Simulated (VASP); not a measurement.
# I (C2/m) in VASP: further runs

I is run at these levels: PBE, LDA; tasks: single point.

Program: VASP 6.6.1. These are calculated values, not measurements. Logs are shortened: lines on timing, memory, paths and dates and some standing lists are left out, and cuts for length are marked.

### 1 The cell of the first run

The structure is monoclinic, space group C2/m (No. 12). Conventional cell: a = 5.077 Å, b = 7.413 Å, c = 2.880 Å, α = 90.00°, β = 124.24°, γ = 90.00°. I (site symmetry 2/m) has 2 I at 2.88 Å within 3.8 Å.

### 2 Single point, PBE, collinear spin, ferromagnetic start

INCAR

```
SYSTEM = I
PREC = Accurate
ENCUT = 500
EDIFF = 1E-6
ISMEAR = 0
SIGMA = 0.1
LREAL = .FALSE.
LASPH = .TRUE.
NELM = 200
ALGO = Normal
ISIF = 2
LWAVE = .FALSE.
LCHARG = .FALSE.
ISPIN = 2
MAGMOM = 0.17
LORBIT = 11
GGA = PE
NBANDS = 14
GGA_COMPAT = .FALSE.
```

KPOINTS

```
regular mesh
0
G
  2 2 4
  0 0 0
```

POSCAR

```
I
1.0
    2.5383465792     -3.7066249365      0.0000000000
    2.5383465792      3.7066249365      0.0000000000
   -1.6208748370      0.0000000000      2.3810977968
I
1
Direct
    0.5000000000      0.5000000000      0.5000000000
```

Potentials or basis: VASP PAW PBE potentials, release 64 (I).

On the command line:

```console
$ cat potpaw_PBE.64/I/POTCAR > POTCAR
$ mpirun -np 1 vasp_std > vasp.out
```

OUTCAR:

```text
SYSTEM = I
   PREC = Accurate
   ENCUT = 500
   EDIFF = 1E-6
   ISMEAR = 0
   LREAL = .FALSE.
   LASPH = .TRUE.
   NELM = 200
   ISIF = 2
   ISPIN = 2
   LORBIT = 11
   GGA = PE

 ion  position               nearest neighbor table
   1  0.500  0.500  0.500-

  LATTYP: Found a base centered monoclinic cell.
 ALAT       =     5.0766931584
 B/A-ratio  =     1.4602517114
 C/A-ratio  =     0.5673826054
 COS(beta)  =    -0.5627202553

  Lattice vectors:

 A1 = (   2.5383465792,  -3.7066249365,   0.0000000000)
 A2 = (   2.5383465792,   3.7066249365,   0.0000000000)
 A3 = (  -1.6208748370,   0.0000000000,   2.3810977968)

Analysis of symmetry for initial positions (statically):
=====================================================================
 Subroutine PRICEL returns:
 Original cell was already a primitive cell.

 Routine SETGRP: Setting up the symmetry group for a
 base centered monoclinic supercell.

 Subroutine GETGRP returns: Found  4 space group operations
 (whereof  4 operations were pure point group operations)
 out of a pool of  4 trial point group operations.

The static configuration has the point symmetry C_2h.

Analysis of symmetry for dynamics (positions and initial velocities):
=====================================================================
 Subroutine PRICEL returns:
 Original cell was already a primitive cell.

 Routine SETGRP: Setting up the symmetry group for a
 base centered monoclinic supercell.

 Subroutine GETGRP returns: Found  4 space group operations
 (whereof  4 operations were pure point group operations)
 out of a pool of  4 trial point group operations.

The dynamic configuration has the point symmetry C_2h.

Analysis of structural, dynamic, and magnetic symmetry:
=====================================================================
 Subroutine PRICEL returns:
 Original cell was already a primitive cell.

 Routine SETGRP: Setting up the symmetry group for a
 base centered monoclinic supercell.

 Subroutine GETGRP returns: Found  4 space group operations
 (whereof  4 operations were pure point group operations)
 out of a pool of  4 trial point group operations.

The overall configuration has the point symmetry C_2h.

 Subroutine INISYM returns: Found  4 space group operations
 (whereof  4 operations are pure point group operations),
 and found     1 'primitive' translations

----------------------------------------------------------------------------------------

                                     Primitive cell

  volume of cell :      44.8061

[... 114 lines left out ...]
  ---------------------------------------------------
  free energy    TOTEN  =        -1.34941635 eV

  energy without entropy =       -1.34739737  energy(sigma->0) =       -1.34840686

 E-fermi :   1.8647     XC(G=0):  -7.7377

 val. band max:        1.7621594984   @ k =   0.0000   0.0000   0.5000
 cond. band min:       1.9764255713   @ k =   0.5000   0.0000   0.5000
 fundamental gap:      0.2142660729
 Fermi energy:         1.8646951435

 spin component 1

 k-point     1 :       0.0000    0.0000    0.0000
  band No.  band energies     occupation
      1     -11.2564      1.00000
      2       0.4822      1.00000
      3       0.7009      1.00000
      4       6.4549      0.00000
      5       6.4882      0.00000
      6       9.9099      0.00000
      7      10.1805      0.00000
      8      12.7524      0.00000
      9      13.1527      0.00000
     10      17.9669      0.00000
     11      18.0562      0.00000
     12      19.9248      0.00000
     13      20.0897      0.00000
     14      23.8247      0.00000
[... 121 lines left out ...]
  band No.  band energies     occupation
      1      -8.3414      1.00000
      2      -2.8312      1.00000
      3       1.1978      1.00000
      4       1.7413      0.95954
      5       7.4160      0.00000
      6       8.3763      0.00000
      7      13.6741      0.00000
      8      13.8897      0.00000
      9      14.0937      0.00000
     10      14.4747      0.00000
     11      18.2761      0.00000
     12      19.0335      0.00000
     13      20.5279      0.00000
     14      21.7956      0.00000
 Fermi energy:         1.8646951435

 spin component 2

 k-point     1 :       0.0000    0.0000    0.0000
  band No.  band energies     occupation
      1     -11.1209      1.00000
      2       0.7686      1.00000
      3       0.7977      1.00000
      4       6.5522      0.00000
      5       6.5748      0.00000
      6      10.0216      0.00000
      7      10.3498      0.00000
      8      12.8624      0.00000
      9      13.2199      0.00000
     10      18.0908      0.00000
     11      18.2769      0.00000
     12      19.9594      0.00000
     13      20.1465      0.00000
     14      23.8827      0.00000
[... 122 lines left out ...]
      1      -8.1620      1.00000
      2      -2.7984      1.00000
      3       1.2753      1.00000
      4       2.1269      0.00010
      5       7.4314      0.00000
      6       8.4711      0.00000
      7      13.8206      0.00000
      8      13.9937      0.00000
      9      14.1660      0.00000
     10      14.7371      0.00000
     11      18.3437      0.00000
     12      19.1209      0.00000
     13      20.5392      0.00000
     14      21.8078      0.00000

------------------------ aborting loop because EDIFF is reached ----------------------------------------

  FORCE on cell =-STRESS in cart. coord.  units (eV):
  Direction    XX          YY          ZZ          XY          YZ          ZX
  --------------------------------------------------------------------------------------
  -------------------------------------------------------------------------------------
  Total        0.6780779      0.7210133      1.5053100      0.0000000      0.0000000     -1.5691760
  in kB       24.2467412     25.7820269     53.8269443      0.0000000      0.0000000    -56.1106703
  external PRESSURE =      34.6185708 kB  Pullay stress =       0.0000000 kB

 VOLUME and BASIS-vectors are now :
 -----------------------------------------------------------------------------
  energy-cutoff  :      500.00
  volume of cell :       44.81
      direct lattice vectors                 reciprocal lattice vectors
     2.538346579 -3.706624936  0.000000000     0.196978618 -0.134893605  0.134088438
     2.538346579  3.706624936  0.000000000     0.196978618  0.134893605  0.134088438
    -1.620874837  0.000000000  2.381097797     0.000000000  0.000000000  0.419974350

 POSITION                                       TOTAL-FORCE (eV/Angst)
 -----------------------------------------------------------------------------------
      1.72791      0.00000      1.19055         0.000000      0.000000      0.000000
 -----------------------------------------------------------------------------------
    total drift:                                0.000000      0.000000      0.000000

  FREE ENERGIE OF THE ION-ELECTRON SYSTEM (eV)
  ---------------------------------------------------
  free  energy   TOTEN  =        -1.3494163541 eV

  energy  without entropy=       -1.3473973731  energy(sigma->0) =       -1.34840686

 total charge

# of ion       s       p       d       tot
------------------------------------------
    1        1.556   2.631   0.041   4.228

 magnetization (x)

# of ion       s       p       d       tot
------------------------------------------
    1        0.004   0.148  -0.000   0.152
```

Run time: 32 s. Hardware: 1 thread of Intel Xeon 8259CL, shared host; peak memory 0.19 GiB.

What came out:

```
Free energy                                           : -1.3494 eV
Pressure                                              : 3.5 GPa
Net moment                                            : 0.24 μB per cell
Site moments                                          : I +0.15 μB
Valence electrons inside the program's atomic spheres : I 4.23
```

Caveat: the k points lie up to 0.86 Å⁻¹ apart; spin-orbit coupling is left out, which moves the levels of the heavy elements.

### 3 Single point, PBE

INCAR

```
  PREC = Accurate
  ENCUT = 500
  EDIFF = 1E-6
  ISMEAR = 0
  SIGMA = 0.1
  LREAL = F
  LASPH = T
  NELM = 120
  ALGO = Normal
  ISIF = 2
  LWAVE = F
  LCHARG = F
  GGA = PE
  NBANDS = 10
  GGA_COMPAT = F
```

KPOINTS

```
regular mesh
0
Gamma
  4 4 6
```

Changes to POSCAR since step 2:

```diff
@@ -8,2 +8,2 @@
 Direct
-    0.5000000000      0.5000000000      0.5000000000
+    0.9120000000      0.6270000000      0.7530000000
```

Potentials or basis: VASP PAW PBE potentials, release 64 (I).

On the command line:

```console
$ cat potpaw_PBE.64/I/POTCAR > POTCAR
$ mpirun -np 1 vasp_std > vasp.out
```

It took 25 s on 1 thread of Intel Xeon 8259CL, shared host; peak memory 0.18 GiB.

It converged, with:

| Item | Value |
| --- | --- |
| Free energy | -1.3403 eV |
| Pressure | 0.9 GPa |

Stress tensor (GPa, compression positive):
```
1.13 0.00 0.25
0.00 0.74 0.00
0.25 0.00 0.93
```

Levels at points of the mesh, in eV from the Fermi level:
| k point | band 1 | band 2 | band 3 | band 4 | band 5 | band 6 | band 7 |
| --- | --- | --- | --- | --- | --- | --- | --- |
| (0.00, 0.00, 0.00) | -14.04 | -2.01 | -1.94 | 3.48 | 3.93 | 7.46 | 7.74 |
| (0.50, 0.00, 0.00) | -13.76 | -3.99 | -2.47 | 3.50 | 4.71 | 9.89 | 10.25 |
| (0.50, 0.50, 0.00) | -13.79 | -3.96 | -2.37 | 3.29 | 4.77 | 9.35 | 10.12 |
| (0.00, 0.00, 0.50) | -11.01 | -6.01 | -1.31 | -0.60 | 4.74 | 5.80 | 11.10 |
| (0.50, 0.00, 0.50) | -11.16 | -6.17 | -0.77 | -0.03 | 5.40 | 7.56 | 9.07 |
| (0.50, 0.50, 0.50) | -11.00 | -6.01 | -1.31 | -0.62 | 4.73 | 5.76 | 11.14 |

Caveat: the k points lie up to 0.44 Å⁻¹ apart; spin-orbit coupling is left out, which moves the levels of the heavy elements; an odd number of electrons without spin polarisation forces a metal; a magnetic or distorted state may lie lower.

### 4 Single point, LDA

INCAR

```
SYSTEM = I
PREC = Accurate
ENCUT = 500
EDIFF = 1E-6
ISMEAR = 0
SIGMA = 0.1
LREAL = .False.
LASPH = .True.
NELM = 120
ALGO = Normal
ISIF = 2
LWAVE = .False.
LCHARG = .True.
GGA = CA
LELF = .True.
LVHAR = .True.
NBANDS = 10
GGA_COMPAT = .False.
```

KPOINTS

```
regular mesh
0
Gamma
  4 4 6
  0 0 0
```

Changes to POSCAR since step 3:

```diff
@@ -8,2 +8,2 @@
 Direct
-    0.9120000000      0.6270000000      0.7530000000
+    0.5000000000      0.5000000000      0.5000000000
```

Potentials or basis: VASP PAW LDA potentials, release 64 (I).

On the command line:

```console
$ cat potpaw_LDA.64/I/POTCAR > POTCAR
$ mpirun -np 1 vasp_std > vasp.out
```

OUTCAR:

```text
SYSTEM = I
   PREC = Accurate
   ENCUT = 500
   EDIFF = 1E-6
   ISMEAR = 0
   LREAL = .False.
   LASPH = .True.
   NELM = 120
   ISIF = 2
   GGA = CA

 ion  position               nearest neighbor table
   1  0.500  0.500  0.500-

  LATTYP: Found a base centered monoclinic cell.
 ALAT       =     5.0766931584
 B/A-ratio  =     1.4602517114
 C/A-ratio  =     0.5673826054
 COS(beta)  =    -0.5627202553

  Lattice vectors:

 A1 = (   2.5383465792,  -3.7066249365,   0.0000000000)
 A2 = (   2.5383465792,   3.7066249365,   0.0000000000)
 A3 = (  -1.6208748370,   0.0000000000,   2.3810977968)

Analysis of symmetry for initial positions (statically):
=====================================================================
 Subroutine PRICEL returns:
 Original cell was already a primitive cell.

 Routine SETGRP: Setting up the symmetry group for a
 base centered monoclinic supercell.

 Subroutine GETGRP returns: Found  4 space group operations
 (whereof  4 operations were pure point group operations)
[... 159 lines left out ...]
  free energy    TOTEN  =        -1.79735562 eV

  energy without entropy =       -1.79117535  energy(sigma->0) =       -1.79426549

 E-fermi :   2.3797     XC(G=0):  -8.1440

 val. band max:        1.8235332069   @ k =   0.0000   0.0000   0.5000
 cond. band min:       2.3928666183   @ k =   0.2500   0.2500   0.5000
 fundamental gap:      0.5693334115
 Fermi energy:         2.3797141752

 k-point     1 :       0.0000    0.0000    0.0000
  band No.  band energies     occupation
      1     -11.6808      2.00000
      2       0.4256      2.00000
      3       0.4770      2.00000
      4       5.8025      0.00000
      5       6.0277      0.00000
      6       9.7312      0.00000
      7      10.0178      0.00000
      8      12.4290      0.00000
      9      12.6417      0.00000
     10      17.6176      0.00000
[... 287 lines left out ...]
 k-point    24 :      -0.2500    0.2500    0.3333
  band No.  band energies     occupation
      1      -9.7450      2.00000
      2      -1.5718      2.00000
      3       0.2878      2.00000
      4       1.2820      2.00000
      5       8.8943      0.00000
      6       9.2399      0.00000
      7      10.2990      0.00000
      8      13.1512      0.00000
      9      14.8817      0.00000
     10      15.6306      0.00000

 [... further k-points ...]
[... 5 lines left out ...]
  --------------------------------------------------------------------------------------
  -------------------------------------------------------------------------------------
  Total       -0.3758197     -0.3043761     -0.5208670      0.0000000      0.0000000      0.1791358
  in kB      -13.4385785    -10.8838947    -18.6251876      0.0000000      0.0000000      6.4055479
  external PRESSURE =     -14.3158870 kB  Pullay stress =       0.0000000 kB

 VOLUME and BASIS-vectors are now :
 -----------------------------------------------------------------------------
  energy-cutoff  :      500.00
  volume of cell :       44.81
      direct lattice vectors                 reciprocal lattice vectors
     2.538346579 -3.706624936  0.000000000     0.196978618 -0.134893605  0.134088438
     2.538346579  3.706624936  0.000000000     0.196978618  0.134893605  0.134088438
    -1.620874837  0.000000000  2.381097797     0.000000000  0.000000000  0.419974350

 POSITION                                       TOTAL-FORCE (eV/Angst)
 -----------------------------------------------------------------------------------
      1.72791      0.00000      1.19055         0.000000      0.000000      0.000000
 -----------------------------------------------------------------------------------
    total drift:                                0.000000      0.000000      0.000000

  FREE ENERGIE OF THE ION-ELECTRON SYSTEM (eV)
  ---------------------------------------------------
  free  energy   TOTEN  =        -1.7973556236 eV

  energy  without entropy=       -1.7911753520  energy(sigma->0) =       -1.79426549
```

OSZICAR:

```text
N       E                     dE             d eps       ncg     rms          rms(c)
DAV:   1     0.295056360316E+02    0.29506E+02   -0.25342E+03   680   0.491E+02
DAV:   2    -0.388579794508E+00   -0.29894E+02   -0.28635E+02   864   0.841E+01
DAV:   3    -0.189987779822E+01   -0.15113E+01   -0.15091E+01   852   0.230E+01
DAV:   4    -0.192003047108E+01   -0.20153E-01   -0.20152E-01   824   0.289E+00
DAV:   5    -0.192050317368E+01   -0.47270E-03   -0.47270E-03   886   0.397E-01    0.369E+00
DAV:   6    -0.182560648325E+01    0.94897E-01   -0.75805E-02   754   0.126E+00    0.246E+00
DAV:   7    -0.180042225148E+01    0.25184E-01   -0.11107E-01   762   0.157E+00    0.888E-01
DAV:   8    -0.179747172497E+01    0.29505E-02   -0.13539E-02   734   0.609E-01    0.162E-01
DAV:   9    -0.179735279308E+01    0.11893E-03   -0.38559E-04   762   0.122E-01    0.476E-02
DAV:  10    -0.179735575932E+01   -0.29662E-05   -0.21273E-05   868   0.281E-02    0.324E-02
DAV:  11    -0.179735562355E+01    0.13577E-06   -0.13300E-06   688   0.646E-03
   1 F= -.17973556E+01 E0= -.17942655E+01  d E =-.618027E-02
```

It took 24 s on 1 thread of Intel Xeon 8259CL, shared host; peak memory 0.15 GiB.

Results:

| Property | Result |
| --- | --- |
| Free energy | -1.7974 eV |
| Pressure | -1.4 GPa |

Caveat: the k points lie up to 0.44 Å⁻¹ apart; spin-orbit coupling is left out, which moves the levels of the heavy elements; an odd number of electrons without spin polarisation forces a metal; a magnetic or distorted state may lie lower.

[end of part 1 of 2]
